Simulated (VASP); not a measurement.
# Ca (Fm-3m) in VASP: a series of runs

Runs on Ca. Level: LDA. Tasks: single point.

Program: VASP 6.6.1. These are calculated values, not measurements. Logs are shortened: lines on timing, memory, paths and dates and some standing lists are left out, and cuts for length are marked.

**1. The cell of the first run**

Symmetry: Fm-3m, No. 225, cubic system. The conventional cell has a = 3.937 Å, b = 3.937 Å, c = 3.937 Å, α = 90.00°, β = 90.00°, γ = 90.00°. Within 3.7 Å of Ca (site symmetry m-3m) lie 12 Ca at 2.78 Å.

**2. Single point, LDA (volume scaled by 0.4)**

INCAR

```
PREC = Accurate ; ENCUT = 520
EDIFF = 1E-7 ; ISMEAR = -1
SIGMA = 0.08 ; LREAL = False
LASPH = True ; NELM = 80
ALGO = Normal ; ISIF = 2
LWAVE = False ; LCHARG = False
NBANDS = 11
```

KPOINTS

```
regular mesh
0
Gamma
  12 12 12
```

POSCAR

```
Ca
1.0
    0.0000000000      1.9683518385      1.9683518385
    1.9683518385      0.0000000000      1.9683518385
    1.9683518385      1.9683518385      0.0000000000
Ca
1
Direct
    0.0000000000      0.0000000000      0.0000000000
```

Potentials or basis: VASP PAW LDA potentials, release 64 (Ca_sv).

Run with:

```sh
cat potpaw_LDA.64/Ca_sv/POTCAR > POTCAR
mpirun -np 1 vasp_std > vasp.out
```

OUTCAR:

```text
PREC = Accurate
   ENCUT = 520
   EDIFF = 1E-7
   ISMEAR = -1
   LREAL = False
   LASPH = True
   NELM = 80
   ISIF = 2

 ion  position               nearest neighbor table
   1  0.000  0.000  0.000-

  LATTYP: Found a face centered cubic cell.
 ALAT       =     3.9367036770

  Lattice vectors:

 A1 = (   0.0000000000,   1.9683518385,   1.9683518385)
 A2 = (   1.9683518385,   0.0000000000,   1.9683518385)
 A3 = (   1.9683518385,   1.9683518385,   0.0000000000)

Analysis of symmetry for initial positions (statically):
=====================================================================
 Subroutine PRICEL returns:
 Original cell was already a primitive cell.

 Routine SETGRP: Setting up the symmetry group for a
 face centered cubic supercell.

 Subroutine GETGRP returns: Found 48 space group operations
 (whereof 48 operations were pure point group operations)
 out of a pool of 48 trial point group operations.

The static configuration has the point symmetry O_h .

Analysis of symmetry for dynamics (positions and initial velocities):
=====================================================================
 Subroutine PRICEL returns:
 Original cell was already a primitive cell.

 Routine SETGRP: Setting up the symmetry group for a
 face centered cubic supercell.

 Subroutine GETGRP returns: Found 48 space group operations
 (whereof 48 operations were pure point group operations)
 out of a pool of 48 trial point group operations.

The dynamic configuration has the point symmetry O_h .

 Subroutine INISYM returns: Found 48 space group operations
 (whereof 48 operations are pure point group operations),
 and found     1 'primitive' translations

----------------------------------------------------------------------------------------

                                     Primitive cell

  volume of cell :      15.2524

  direct lattice vectors                    reciprocal lattice vectors
     0.000000000  1.968351839  1.968351839    -0.254019627  0.254019627  0.254019627
     1.968351839  0.000000000  1.968351839     0.254019627 -0.254019627  0.254019627
     1.968351839  1.968351839  0.000000000     0.254019627  0.254019627 -0.254019627

  length of vectors
     2.783669866  2.783669866  2.783669866     0.439974900  0.439974900  0.439974900

  position of ions in fractional coordinates (direct lattice)
     0.000000000  0.000000000  0.000000000

  ion indices of the primitive-cell ions
[... 79 lines left out ...]
   NFREE  =      0    steps in history (QN), initial steepest desc. (CG)
   ISIF   =      2    stress and relaxation
   ISYM   =      2    0-nonsym 1-usesym 2-fastsym
   POTIM  = 0.5000    time-step for ionic-motion
   TEBEG  =    0.0;   TEEND  =   0.0 temperature during run
   PSTRESS=    0.0 pullay stress
   NELECT =      10.0000    total number of electrons
   NUPDOWN=      -1.0000    fix difference up-down
   EMIN   =  10.00;   EMAX   =-10.00  energy-range for DOS
   EFERMI =   0.00;   METHOD = LEGACY
   ISMEAR =    -1;   SIGMA  =   0.08  broadening in eV -4-tet -1-fermi 0-gaus
   EFERMI_NEDOS =   21; number of points for ismear=-14 and -15
   IALGO  =     38    algorithm
   IMIX   =      4    mixing-type and parameters
     AMIX     =   0.40;   BMIX     =  1.00
     AMIX_MAG =   1.60;   BMIX_MAG =  1.00
  volume/ion in A,a.u.               =      15.25       102.93
  Fermi-wavevector in a.u.,A,eV,Ry     =   1.422205  2.687577 27.520044  2.022666
  Thomas-Fermi vector in A             =   2.542933
   LORBIT       =      0    0 simple, 1 ext, 2 COOP (PROOUT), +10 PAW based schemes
   GGA     = CA    functional components
   LHFCALC =     F    Hartree Fock is set to
   AEXX    =    0.0000 exact exchange contribution
   IVDW    =     0    specifies the selected vdW correction
   LEPSILON=     F    determine dielectric tensor
   LRPA    =     F    only Hartree local field effects (RPA)
 non-spin polarized calculation
  energy-cutoff  :      520.00
  volume of cell :       15.25
 maximum number of plane-waves:       424
 NGX is ok and might be reduce to    24
   NGX = 11   NGY = 11   NGZ = 11

 number of electron      10.0000000 magnetization

 Free energy of the ion-electron system (eV)
  ---------------------------------------------------
  ext. energy  EPLUGINS =         0.00000000
  ---------------------------------------------------
  free energy    TOTEN  =         0.26933633 eV

  energy without entropy =        0.28797209  energy(sigma->0) =        0.27865421

 E-fermi :   7.5268     XC(G=0): -12.0650

 val. band max:        7.5020424870   @ k =   0.4167   0.3333   0.0833
 cond. band min:       7.6647826831   @ k =   0.5000   0.3333   0.0833
 fundamental gap:      0.1627401960
 Fermi energy:         7.5268379107

 k-point     1 :       0.0000    0.0000    0.0000
  band No.  band energies     occupation
      1     -32.8854      2.00000
      2     -12.4154      2.00000
      3     -12.4154      2.00000
      4     -12.4154      2.00000
      5       3.6619      2.00000
      6      10.9108      0.00000
      7      10.9108      0.00000
      8      10.9108      0.00000
      9      14.0958      0.00000
     10      14.0958      0.00000
     11      22.4917      0.00000
[... 309 lines left out ...]
 k-point    24 :      -0.4167    0.1667    0.0000
  band No.  band energies     occupation
      1     -32.0034      2.00000
      2     -15.2035      2.00000
      3     -13.3622      2.00000
      4     -12.8696      2.00000
      5       7.0888      1.99166
      6       8.9370      0.00000
      7      11.0328      0.00000
      8      11.4501      0.00000
      9      15.7096      0.00000
     10      17.8663      0.00000
     11      22.2241      0.00000

 [... further k-points ...]

------------------------ aborting loop because EDIFF is reached ----------------------------------------

  FORCE on cell =-STRESS in cart. coord.  units (eV):
  Direction    XX          YY          ZZ          XY          YZ          ZX
  --------------------------------------------------------------------------------------
  -------------------------------------------------------------------------------------
  Total        5.5976147      5.5976147      5.5976147      0.0000000      0.0000000      0.0000000
  in kB      587.9973858    587.9973858    587.9973858      0.0000000      0.0000000      0.0000000
  external PRESSURE =     587.9973858 kB  Pullay stress =       0.0000000 kB

 VOLUME and BASIS-vectors are now :
 -----------------------------------------------------------------------------
  energy-cutoff  :      520.00
  volume of cell :       15.25
      direct lattice vectors                 reciprocal lattice vectors
     0.000000000  1.968351839  1.968351839    -0.254019627  0.254019627  0.254019627
     1.968351839  0.000000000  1.968351839     0.254019627 -0.254019627  0.254019627
     1.968351839  1.968351839  0.000000000     0.254019627  0.254019627 -0.254019627

 POSITION                                       TOTAL-FORCE (eV/Angst)
 -----------------------------------------------------------------------------------
      0.00000      0.00000      0.00000         0.000000      0.000000     -0.000000
 -----------------------------------------------------------------------------------
    total drift:                               -0.000000     -0.000000      0.000000

  FREE ENERGIE OF THE ION-ELECTRON SYSTEM (eV)
  ---------------------------------------------------
  free  energy   TOTEN  =         0.2693363301 eV

  energy  without entropy=        0.2879720934  energy(sigma->0) =        0.27865421
```

OSZICAR:

```text
N       E                     dE             d eps       ncg     rms          rms(c)
DAV:   1     0.718775534311E+02    0.71878E+02   -0.58055E+03  1584   0.975E+02
DAV:   2     0.159517050610E+01   -0.70282E+02   -0.68942E+02  1680   0.241E+02
DAV:   3     0.232616493938E+00   -0.13626E+01   -0.13446E+01  2052   0.326E+01
DAV:   4     0.198398256670E+00   -0.34218E-01   -0.34161E-01  1846   0.439E+00
DAV:   5     0.197129688241E+00   -0.12686E-02   -0.12685E-02  2047   0.620E-01    0.209E+00
DAV:   6     0.254855882365E+00    0.57726E-01   -0.37395E-02  2374   0.897E-01    0.987E-01
DAV:   7     0.271160557206E+00    0.16305E-01   -0.33975E-02  2328   0.686E-01    0.286E-01
DAV:   8     0.269331475096E+00   -0.18291E-02   -0.50918E-03  2748   0.477E-01    0.222E-02
DAV:   9     0.269335716620E+00    0.42415E-05   -0.40441E-05  1959   0.585E-02    0.661E-03
DAV:  10     0.269335887472E+00    0.17085E-06   -0.22959E-06  1978   0.127E-02    0.317E-03
DAV:  11     0.269336352036E+00    0.46456E-06   -0.31462E-07  1704   0.648E-03    0.277E-03
DAV:  12     0.269336330064E+00   -0.21972E-07   -0.82817E-08  1317   0.343E-03
   1 F= 0.26933633E+00 E0= 0.27865421E+00  d E =-.186358E-01
```

It took 6.2 s on 1 thread of AMD EPYC 9R45 (Zen 5), shared host; peak memory 0.1 GiB.

Results:

- Free energy: 0.2693 eV
- Pressure: 58.8 GPa
- Band gap on the k mesh: zero (band 5 reaches 8.17 eV, above the bottom of band 6 at 6.38 eV)

Levels at points of the mesh, in eV from the Fermi level:
```tsv
k point	band 1	band 2	band 3	band 4	band 5	band 6	band 7	band 8	band 9	band 10
(0.00, 0.00, 0.00)	-40.41	-19.94	-19.94	-19.94	-3.86	3.38	3.38	3.38	6.57	6.57
(0.50, 0.00, 0.00)	-39.61	-23.01	-20.29	-20.29	-1.48	3.02	3.02	4.24	8.73	8.73
(0.50, 0.50, 0.00)	-39.35	-22.73	-20.95	-20.95	-2.48	-1.14	7.15	8.75	9.34	9.34
```

(Part 1 of 2 ends here.)
